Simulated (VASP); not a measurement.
## Hg: relaxation of cell and atoms with PBE+D3(BJ)

The system is Hg.

```
Hg
1.0
     4.54000    0.00000    0.00000
    -2.27000    3.93176    0.00000
     0.00000    0.00000    3.87000
Hg
3
Direct
  0.33333 0.66667 0.50000
  0.00000 0.00000 0.00000
  0.66667 0.33333 0.50000
```

| Property | Result |
| --- | --- |
| Program | VASP 6.6.1 |
| Task | relaxation of cell and atoms |
| Functional | PBE |
| Dispersion | D3(BJ) |
| Potentials or basis | VASP PAW PBE potentials, release 64 (Hg) |
| Cutoff | 600 eV |
| k mesh | 6 × 6 × 6 |
| Occupations | gaussian, width 0.1 eV |
| Spin | no spin polarisation |
| Dipole correction | no |
| Further INCAR settings | ALGO = Fast; EDIFF = 1e-07; IBRION = 2; EDIFFG = -0.05; NSW = 100; ISIF = 3 |

- Relaxed volume: 25.79 Å³/atom
- Relaxed cell: a = 5.401 Å, b = 5.401 Å, c = 3.063 Å, α = 90.00°, β = 90.00°, γ = 120.00°
- Space group after relaxing (to 0.1 Å): P6/mmm (No. 191)
- Energy gained by relaxing: 285.1 meV/atom
- Ionic steps: 14
- Pressure after relaxing: 0.1 GPa
- Band gap on the k mesh: zero (bands 18 and 19 overlap by 3.76 eV)
- Dispersion energy per atom: -0.407 eV

Stress tensor (GPa, compression positive):
```
0.02 0.00 0.00
0.00 0.02 0.00
0.00 0.00 0.12
```

Step by step:
```
step  energy change (eV)  largest force (eV/Å)  pressure (GPa)  volume (Å³)
   1              0.0000                0.0000           10.65        69.08
   2             -0.5833                0.0000            0.12        85.31
   3             -0.5941                0.0000           -0.26        87.26
   4             -0.6002                0.0000           -0.85        91.22
   5             -0.6006                0.0000           -0.73        90.50
   6             -0.6353                0.0000           -0.74        89.04
   7             -0.7366                0.0000           -0.71        84.45
   8             -0.8398                0.0000            1.23        74.39
   9             -0.8371                0.0000           -0.26        78.79
  10             -0.8514                0.0000            0.29        76.81
  11             -0.8521                0.0000            0.44        76.36
  12             -0.8521                0.0000            0.55        76.05
  13             -0.8541                0.0000           -0.22        78.16
  14             -0.8553                0.0000            0.05        77.37
```

Final structure:
```cif
data_structure
_symmetry_space_group_name_H-M 'P 1'
_symmetry_Int_Tables_number 1
_cell_length_a 5.4006
_cell_length_b 5.4006
_cell_length_c 3.0632
_cell_angle_alpha 90.000
_cell_angle_beta 90.000
_cell_angle_gamma 120.000
_cell_volume 77.37
loop_
_atom_site_label
_atom_site_type_symbol
_atom_site_fract_x
_atom_site_fract_y
_atom_site_fract_z
_atom_site_occupancy
Hg1 Hg 0.33333 0.66667 0.50000 1
Hg2 Hg 0.00000 0.00000 0.00000 1
Hg3 Hg 0.66667 0.33333 0.50000 1
```

Levels at points of the mesh, in eV from the Fermi level:
```
           k point  band 16  band 17  band 18  band 19  band 20  band 21
(0.00, 0.00, 0.00)    -5.57    -1.31    -0.98     1.85     1.85     1.90
(0.50, 0.00, 0.00)    -5.42    -5.24    -1.71    -1.05     5.85     5.86
(0.00, 0.00, 0.50)    -2.72    -2.34     2.71     3.33     3.43     4.41
(0.50, 0.00, 0.50)    -1.32    -1.17    -0.56    -0.17     2.32     2.62
```

Run time: 7.3 min on 1 thread of Intel(R) Xeon(R) Platinum 8259CL CPU @ 2.50GHz (Skylake/Cascade Lake), on a shared host, peak memory 0.23 GiB.

Caveat: a cell axis changed by over 15 % at a fixed basis, so the end point is rough; spin-orbit coupling is left out, which moves the levels of the heavy elements. Zero-point motion and thermal expansion aren't in these numbers.
